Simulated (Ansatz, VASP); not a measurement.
BN: VASP beside Ansatz

```xyz
8
Lattice="3.6260 0.0000 0.0000 0.0000 3.6260 0.0000 0.0000 0.0000 3.6260" Properties=species:S:1:pos:R:3 pbc="T T T"
N     0.9065    0.9065    2.7195
N     0.9065    2.7195    0.9065
N     2.7195    2.7195    2.7195
N     2.7195    0.9065    0.9065
B     0.0000    0.0000    0.0000
B     0.0000    1.8130    1.8130
B     1.8130    0.0000    1.8130
B     1.8130    1.8130    0.0000
```

Alike in both runs: functional PBEsol; dispersion D4; k mesh 7 × 7 × 7; occupations tetrahedron; no spin polarisation.

|  | VASP | Ansatz |
| --- | --- | --- |
| version | VASP 6.6.1 | Ansatz 0.2.0 |
| potentials or method | VASP PAW PBE potentials, release 64 (N, B) | JTH PAW |
| plane-wave cutoff (eV) | 520 | 1320 |
| valence electrons in the cell | 32 | 32 |
| task | single point | atomic charges |

VASP gave:

| Item | Value |
| --- | --- |
| gap on the k mesh at the Fermi level (eV) | 4.27 |
| least direct gap on the mesh (eV) | 4.27 |
| pressure (GPa) | -8.9 |

**Question.** What did Ansatz give for the same quantities?

**Answer.** gap on the k mesh at the Fermi level (eV): 4.26; least direct gap on the mesh (eV): 4.26; pressure (GPa): -9.4.

VASP's potentials were made for PBE, not for PBEsol.

Noted on Ansatz's run: odd divisions of the mesh miss points on the zone boundary, where band edges often lie, so the gap on the mesh can be too wide.
